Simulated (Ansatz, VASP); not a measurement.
Two plane-wave programs on PbF2

Contents of POSCAR:

```
PbF2
1.0
    0.0000000000      2.9899170688      2.9899170688
    2.9899170688      0.0000000000      2.9899170688
    2.9899170688      2.9899170688      0.0000000000
Pb F
1 2
Direct
    0.0000000000      0.0000000000      0.0000000000
    0.2500000000      0.2500000000      0.2500000000
    0.7500000000      0.7500000000      0.7500000000
```

INCAR.step1

```
SYSTEM = PbF2
ALGO = Normal ; EDIFF = 1E-4
ENCUT = 520 ; GGA = PE
ISMEAR = 0 ; LASPH = .True.
LCHARG = .False. ; LREAL = .False.
LWAVE = .True. ; NBANDS = 21
NELM = 60 ; PREC = Accurate
SIGMA = 0.02
```

INCAR.step2

```
SYSTEM = PbF2
ALGO = Normal ; EDIFF = 1E-6
ENCUT = 520 ; ISIF = 2
ISMEAR = 0 ; ISTART = 1
LASPH = .True. ; LCHARG = .False.
LMIXTAU = .True. ; LREAL = .False.
LWAVE = .False. ; METAGGA = R2SCAN
NBANDS = 21 ; NELM = 60
PREC = Accurate ; SIGMA = 0.02
```

Contents of KPOINTS:

```
k-points
0
Gamma
  8 8 8
  0 0 0
```

Input for Ansatz:

```yaml
crystal:
  lattice:
    - [0.0, 2.9899170688, 2.9899170688]
    - [2.9899170688, 0.0, 2.9899170688]
    - [2.9899170688, 2.9899170688, 0.0]
  atoms:
    - { symbol: Pb, position: [0.0, 0.0, 0.0] }
    - { symbol: F, position: [0.25, 0.25, 0.25] }
    - { symbol: F, position: [0.75, 0.75, 0.75] }
basis:
  ecutwfc: 500
kpoints:
  mp_grid: { grid: [8, 8, 8] }
hamiltonian:
  xc: r2scan
scf:
  occupations: { method: gaussian, width: 0.02 }
output:
  forces: true
  stress: true
  eigenvalues: true
```

Alike in both runs: task single point; functional r2SCAN; k mesh 8 × 8 × 8; occupations gaussian, width 0.02 eV; no spin polarisation.

```csv
,VASP,Ansatz
version,VASP 6.6.1,Ansatz 0.2.0
potentials or method,"VASP PAW PBE potentials, release 64 (Pb_d, F), cutoff 520 eV","scalar-relativistic, plane waves, PAW"
valence electrons in the cell,28,28
```

Ansatz gave:

```
gap on the k mesh at the Fermi level (eV) : 4.94
least direct gap on the mesh (eV)         : 5.08
pressure (GPa)                            : -2.1
```

Q: Which values does VASP return?

A: gap on the k mesh at the Fermi level (eV): 4.94; least direct gap on the mesh (eV): 5.08; pressure (GPa): -2.2.

VASP's potentials were made for PBE, not for r2SCAN.

Neither program's run includes spin-orbit coupling.
